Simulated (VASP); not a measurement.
# BN (m.b) (F-43m) in VASP: single point with PBE

Aim: the single point of BN (m.b) with PBE.

All numbers are computed with VASP 6.6.1; they aren't measurements. Logs are shortened: lines on timing, memory, paths and dates and some standing lists are left out, and cuts for length are marked.

## Step 1: The cell of the first run

It takes space group F-43m (No. 216, cubic). Conventional cell: a = 3.624 Å, b = 3.624 Å, c = 3.624 Å, α = 90.00°, β = 90.00°, γ = 90.00°. B (site symmetry -43m) has 4 N at 1.57 Å within 2.1 Å. N (site symmetry -43m) has 4 B at 1.57 Å within 2.1 Å.

## Step 2: Single point, PBE

Input file INCAR:

```
ALGO = Normal
EDIFF = 1E-6
ENCUT = 600
GGA = PE
GGA_COMPAT = False
ISIF = 2
ISMEAR = 0
LASPH = True
LCHARG = False
LREAL = False
LWAVE = False
NBANDS = 11
NELM = 120
PREC = Accurate
SIGMA = 0.02
```

Input file KPOINTS:

```
k-points
0
Gamma
  12 12 12
```

Input file POSCAR:

```
BN
1.0
    0.0000000000      1.8120264365      1.8120264365
    1.8120264365      0.0000000000      1.8120264365
    1.8120264365      1.8120264365      0.0000000000
B N
1 1
Direct
    0.0000000000      0.0000000000      0.0000000000
    0.2500000000      0.2500000000      0.2500000000
```

Potentials or basis: VASP PAW PBE potentials, release 64 (B, N).

Started as:

```
$ cat potpaw_PBE.64/B/POTCAR potpaw_PBE.64/N/POTCAR > POTCAR
$ mpirun -np 1 vasp_std > vasp.out
```

OUTCAR:

```text
EDIFF = 1E-6
   ENCUT = 600
   GGA = PE
   ISIF = 2
   ISMEAR = 0
   LASPH = True
   LREAL = False
   NELM = 120
   PREC = Accurate

 ion  position               nearest neighbor table
   1  0.000  0.000  0.000-   2 1.57   2 1.57   2 1.57   2 1.57
   2  0.250  0.250  0.250-   1 1.57   1 1.57   1 1.57   1 1.57

  LATTYP: Found a face centered cubic cell.
 ALAT       =     3.6240528730

  Lattice vectors:

 A1 = (   0.0000000000,   1.8120264365,   1.8120264365)
 A2 = (   1.8120264365,   0.0000000000,   1.8120264365)
 A3 = (   1.8120264365,   1.8120264365,   0.0000000000)

Analysis of symmetry for initial positions (statically):
=====================================================================
 Subroutine PRICEL returns:
 Original cell was already a primitive cell.

 Routine SETGRP: Setting up the symmetry group for a
 face centered cubic supercell.

 Subroutine GETGRP returns: Found 24 space group operations
 (whereof 24 operations were pure point group operations)
 out of a pool of 48 trial point group operations.

The static configuration has the point symmetry T_d .

Analysis of symmetry for dynamics (positions and initial velocities):
=====================================================================
 Subroutine PRICEL returns:
 Original cell was already a primitive cell.

 Routine SETGRP: Setting up the symmetry group for a
 face centered cubic supercell.

 Subroutine GETGRP returns: Found 24 space group operations
 (whereof 24 operations were pure point group operations)
 out of a pool of 48 trial point group operations.

The dynamic configuration has the point symmetry T_d .

 Subroutine INISYM returns: Found 24 space group operations
 (whereof 24 operations are pure point group operations),
 and found     1 'primitive' translations

----------------------------------------------------------------------------------------

                                     Primitive cell

  volume of cell :      11.8994

  direct lattice vectors                    reciprocal lattice vectors
     0.000000000  1.812026437  1.812026437    -0.275934164  0.275934164  0.275934164
     1.812026437  0.000000000  1.812026437     0.275934164 -0.275934164  0.275934164
     1.812026437  1.812026437  0.000000000     0.275934164  0.275934164 -0.275934164

  length of vectors
     2.562592362  2.562592362  2.562592362     0.477931992  0.477931992  0.477931992

  position of ions in fractional coordinates (direct lattice)
     0.000000000  0.000000000  0.000000000
[... 81 lines left out ...]
   NSW    =      0    number of steps for IOM
   IBRION =     -1    ionic relax: 0-MD 1-quasi-New 2-CG
   NFREE  =      0    steps in history (QN), initial steepest desc. (CG)
   ISIF   =      2    stress and relaxation
   ISYM   =      2    0-nonsym 1-usesym 2-fastsym
   POTIM  = 0.5000    time-step for ionic-motion
   TEBEG  =    0.0;   TEEND  =   0.0 temperature during run
   PSTRESS=    0.0 pullay stress
   NELECT =       8.0000    total number of electrons
   NUPDOWN=      -1.0000    fix difference up-down
   EMIN   =  10.00;   EMAX   =-10.00  energy-range for DOS
   EFERMI =   0.00;   METHOD = LEGACY
   ISMEAR =     0;   SIGMA  =   0.02  broadening in eV -4-tet -1-fermi 0-gaus
   EFERMI_NEDOS =   21; number of points for ismear=-14 and -15
   IALGO  =     38    algorithm
   IMIX   =      4    mixing-type and parameters
     AMIX     =   0.40;   BMIX     =  1.00
     AMIX_MAG =   1.60;   BMIX_MAG =  1.00
  volume/ion in A,a.u.               =       5.95        40.15
  Fermi-wavevector in a.u.,A,eV,Ry     =   1.434158  2.710165 27.984583  2.056809
  Thomas-Fermi vector in A             =   2.553597
   LORBIT       =      0    0 simple, 1 ext, 2 COOP (PROOUT), +10 PAW based schemes
   GGA     = PE    functional components
   LHFCALC =     F    Hartree Fock is set to
   AEXX    =    0.0000 exact exchange contribution
   IVDW    =     0    specifies the selected vdW correction
   LEPSILON=     F    determine dielectric tensor
   LRPA    =     F    only Hartree local field effects (RPA)
 non-spin polarized calculation
 Gauss-broadening in eV      SIGMA  =   0.02
  energy-cutoff  :      600.00
  volume of cell :       11.90
 maximum number of plane-waves:       415
   NGX = 11   NGY = 11   NGZ = 11

 number of electron       7.9999999 magnetization

 Free energy of the ion-electron system (eV)
  ---------------------------------------------------
  ext. energy  EPLUGINS =         0.00000000
  ---------------------------------------------------
  free energy    TOTEN  =       -17.45462751 eV

  energy without entropy =      -17.45462751  energy(sigma->0) =      -17.45462751

 E-fermi :   7.4119     XC(G=0): -12.7852

 val. band max:        7.3103989485   @ k =   0.0000   0.0000   0.0000
 cond. band min:      11.7619035702   @ k =   0.5000   0.5000   0.0000
 fundamental gap:      4.4515046216
 Fermi energy:         7.4119491451

 k-point     1 :       0.0000    0.0000    0.0000
  band No.  band energies     occupation
      1     -12.8353      2.00000
      2       7.3104      2.00000
      3       7.3104      2.00000
      4       7.3104      2.00000
      5      16.0944      0.00000
      6      16.0944      0.00000
      7      16.0944      0.00000
      8      17.5386      0.00000
      9      31.9220      0.00000
     10      34.9855      0.00000
     11      34.9855      0.00000
[... 309 lines left out ...]
 k-point    24 :      -0.4167    0.1667    0.0000
  band No.  band energies     occupation
      1      -8.2934      2.00000
      2      -2.6228      2.00000
      3       3.2126      2.00000
      4       4.7627      2.00000
      5      16.5856      0.00000
      6      19.4236      0.00000
      7      19.4970      0.00000
      8      22.9029      0.00000
      9      28.2717      0.00000
     10      32.5681      0.00000
     11      33.8400      0.00000

 [... further k-points ...]
[... 5 lines left out ...]
  --------------------------------------------------------------------------------------
  -------------------------------------------------------------------------------------
  Total        0.0122590      0.0122590      0.0122590      0.0000000      0.0000000     -0.0000000
  in kB        1.6506010      1.6506010      1.6506010      0.0000000      0.0000000     -0.0000000
  external PRESSURE =       1.6506010 kB  Pullay stress =       0.0000000 kB

 VOLUME and BASIS-vectors are now :
 -----------------------------------------------------------------------------
  energy-cutoff  :      600.00
  volume of cell :       11.90
      direct lattice vectors                 reciprocal lattice vectors
     0.000000000  1.812026437  1.812026437    -0.275934164  0.275934164  0.275934164
     1.812026437  0.000000000  1.812026437     0.275934164 -0.275934164  0.275934164
     1.812026437  1.812026437  0.000000000     0.275934164  0.275934164 -0.275934164

 POSITION                                       TOTAL-FORCE (eV/Angst)
 -----------------------------------------------------------------------------------
      0.00000      0.00000      0.00000         0.000000     -0.000000      0.000000
      0.90601      0.90601      0.90601        -0.000000      0.000000     -0.000000
 -----------------------------------------------------------------------------------
    total drift:                                0.000000      0.000000      0.000000

  FREE ENERGIE OF THE ION-ELECTRON SYSTEM (eV)
  ---------------------------------------------------
  free  energy   TOTEN  =       -17.4546275076 eV

  energy  without entropy=      -17.4546275076  energy(sigma->0) =      -17.45462751
```

stdout:

```text
POSCAR found type information on POSCAR B N
 POSCAR found :  2 types and       2 ions
 scaLAPACK will be used
 LDA part: xc-table for (Slater+PW92), standard interpolation
 POSCAR, INCAR and KPOINTS ok, starting setup
 FFT: planning ... GRIDC
 FFT: planning ... GRID_SOFT
 FFT: planning ... GRID
 WAVECAR not read
 entering main loop
```

Run time: 7.1 s. Hardware: 1 thread of AMD EPYC 9R14 (Zen 4), shared host; peak memory 0.09 GiB.

Results:

```
Free energy            : -17.4546 eV
Pressure               : 0.2 GPa
Band gap on the k mesh : 4.45 eV, indirect (least direct gap 8.78 eV)
```
